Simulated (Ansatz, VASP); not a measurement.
One calculation of SnO2, two programs

File INCAR:

```
SYSTEM = SnO2
  ALGO = Normal
  EDIFF = 1E-7
  ENCUT = 520
  GGA = CA
  ISIF = 2
  ISMEAR = 0
  LASPH = .TRUE.
  LCHARG = .TRUE.
  LELF = .TRUE.
  LREAL = .FALSE.
  LVHAR = .TRUE.
  LWAVE = .FALSE.
  NBANDS = 64
  NELM = 60
  PREC = Accurate
  SIGMA = 0.05
```

Contents of KPOINTS:

```
k-points
0
G
  6 6 6
  0 0 0
```

POSCAR

```
SnO2
1.0
    4.8961875970      0.0000000000      0.0000000000
    0.0000000000      6.0890014221      0.0000000000
    0.0000000000      0.0000000000      5.4169851512
Sn O
4 8
Direct
    0.5000000000      0.6673419135      0.7500000000
    0.0000000000      0.8326580865      0.2500000000
    0.5000000000      0.3326580865      0.2500000000
    0.0000000000      0.1673419135      0.7500000000
    0.7309254637      0.6050162923      0.0776916535
    0.2309254637      0.8949837077      0.9223083465
    0.7690745363      0.8949837077      0.5776916535
    0.2690745363      0.6050162923      0.4223083465
    0.7309254637      0.3949837077      0.5776916535
    0.2309254637      0.1050162923      0.4223083465
    0.7690745363      0.1050162923      0.0776916535
    0.2690745363      0.3949837077      0.9223083465
```

Input for Ansatz:

```yaml
crystal:
  lattice:
    - [4.896187597, 0.0, 0.0]
    - [0.0, 6.0890014221, 0.0]
    - [0.0, 0.0, 5.4169851512]
  atoms:
    - { symbol: Sn, position: [0.5, 0.6673419135, 0.75] }
    - { symbol: Sn, position: [0.0, 0.8326580865, 0.25] }
    - { symbol: Sn, position: [0.5, 0.3326580865, 0.25] }
    - { symbol: Sn, position: [0.0, 0.1673419135, 0.75] }
    - { symbol: O, position: [0.7309254637, 0.6050162923, 0.0776916535] }
    - { symbol: O, position: [0.2309254637, 0.8949837077, 0.9223083465] }
    - { symbol: O, position: [0.7690745363, 0.8949837077, 0.5776916535] }
    - { symbol: O, position: [0.2690745363, 0.6050162923, 0.4223083465] }
    - { symbol: O, position: [0.7309254637, 0.3949837077, 0.5776916535] }
    - { symbol: O, position: [0.2309254637, 0.1050162923, 0.4223083465] }
    - { symbol: O, position: [0.7690745363, 0.1050162923, 0.0776916535] }
    - { symbol: O, position: [0.2690745363, 0.3949837077, 0.9223083465] }
basis:
  ecutwfc: 520.0
kpoints:
  mp_grid: { grid: [6, 6, 6] }
hamiltonian:
  xc: lda
  pseudopotentials: { kind: paw, azcp: { folder: soft_1 } }
scf:
  occupations: { method: gaussian, width: 0.05 }
output:
  forces: true
  stress: true
  eigenvalues: true
```

Change from the starting cell: volume 13.458 Å^3 an atom, stretch along b over the lengths across it, relative to the relaxed cell 1.0271.

Alike in both runs: task single point; functional LDA; k mesh 6 × 6 × 6; occupations gaussian, width 0.05 eV; no spin polarisation.

|  | VASP | Ansatz |
| --- | --- | --- |
| version | VASP 6.6.1 | Ansatz 0.2.0 |
| potentials or method | VASP PAW LDA potentials, release 64 (Sn_d, O), cutoff 520 eV | scalar-relativistic, plane waves, PAW |
| valence electrons in the cell | 104 | 104 |

```tsv
	VASP	Ansatz	Ansatz less VASP
gap on the k mesh at the Fermi level (eV)	0.11	0.09	-0.016
least direct gap on the mesh (eV)	0.11	0.09	-0.016
pressure (GPa)	-21.7	-22.4	-0.69
traceless stress, the component that is largest in VASP (GPa)	1.82	1.89	+0.064
rms of the force components (eV/Å)	0.190	0.198	+0.0085
```

Ansatz warns that its potentials were made for another functional, while VASP's fit it. LDA's correlation is that of Perdew and Zunger in VASP and of Perdew and Wang (1992) in Ansatz. Atom by atom the forces differ by 0.009 eV/Å (rms over components).
